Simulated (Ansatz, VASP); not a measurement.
## Bi in VASP and in Ansatz

INCAR

```
SYSTEM = Bi
PREC = Accurate
ENCUT = 520
EDIFF = 1E-6
ISMEAR = -1
SIGMA = 0.05
LREAL = .FALSE.
LASPH = .TRUE.
NELM = 60
ALGO = Normal
ISIF = 2
LWAVE = .FALSE.
LCHARG = .FALSE.
GGA = CA
NBANDS = 14
```

File KPOINTS:

```
Automatic mesh
0
G
  12 12 12
  0 0 0
```

File POSCAR:

```
Bi
1.0
    2.9179639227      0.0000000000      0.0000000000
    0.0000000000      2.9179639227      0.0000000000
    0.0000000000      0.0000000000      2.9179639227
Bi
1
Direct
    0.0000000000      0.0000000000      0.0000000000
```

Input for Ansatz:

```yaml
crystal:
  lattice:
    - [2.9179639227, 0.0, 0.0]
    - [0.0, 2.9179639227, 0.0]
    - [0.0, 0.0, 2.9179639227]
  atoms:
    - { symbol: Bi, position: [0.0, 0.0, 0.0] }
kpoints:
  mp_grid: { grid: [12, 12, 12] }
scf:
  occupations: { method: fermi_dirac, width: 0.05 }
hamiltonian:
  xc: lda
  pseudopotentials: { kind: all_electron, lapw: { basis_error: 0.001 } }
output:
  forces: true
  stress: true
  eigenvalues: true
  populations: true
```

Change from the starting cell: volume scaled by 0.76, LAPW.

Alike in both runs: task single point; functional LDA; k mesh 12 × 12 × 12; occupations fermi-dirac, width 0.05 eV; no spin polarisation.

```csv
,VASP,Ansatz
version,VASP 6.6.1,Ansatz 0.2.0
potentials or method,"VASP PAW LDA potentials, release 64 (Bi_d), cutoff 520 eV","all-electron LAPW, scalar-relativistic"
```

|  | VASP | Ansatz | Ansatz less VASP |
| --- | --- | --- | --- |
| pressure (GPa) | 29.6 | 29.3 | -0.29 |

LDA's correlation is that of Perdew and Zunger in VASP and of Perdew and Wang (1992) in Ansatz. Both programs put the cell under a high pressure, so it lies far from rest at this level. Ansatz ran all-electron here, and VASP with PAW potentials.

Spin-orbit coupling is off throughout.
